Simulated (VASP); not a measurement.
Crystal: ScAl3.

```
Sc Al
1.0
     4.09722    0.00000    0.00000
     0.00000    4.09722    0.00000
     0.00000    0.00000    4.09722
Sc Al
1 3
Direct
  0.00000 0.00000 0.00000
  0.50000 0.00000 0.50000
  0.00000 0.50000 0.50000
  0.50000 0.50000 0.00000
```

Base run:

```yaml
Program: VASP 6.6.1
Functional: r2SCAN
Potentials_or_basis: VASP PAW PBE potentials, release 64 (Sc_sv, Al)
Cutoff: 520 eV
k_mesh: 10 × 10 × 10
Occupations: gaussian, width 0.05 eV
Spin: no spin polarisation
```

Its results: band gap on the k mesh zero (bands 10 and 11 overlap by 4.23 eV); pressure -0.8 GPa.

Problem. The run is repeated on the same cell with these changes: functional from r2SCAN to PBE; k mesh from 10 × 10 × 10 to 6 × 6 × 6. What comes out?

Solution. Band gap on the k mesh zero (bands 10 and 11 overlap by 3.78 eV); pressure 0.4 GPa.

Several settings changed at once.

Caveats: the PAW data sets were made with another functional, which shifts forces and pressure a little (at least some runs).
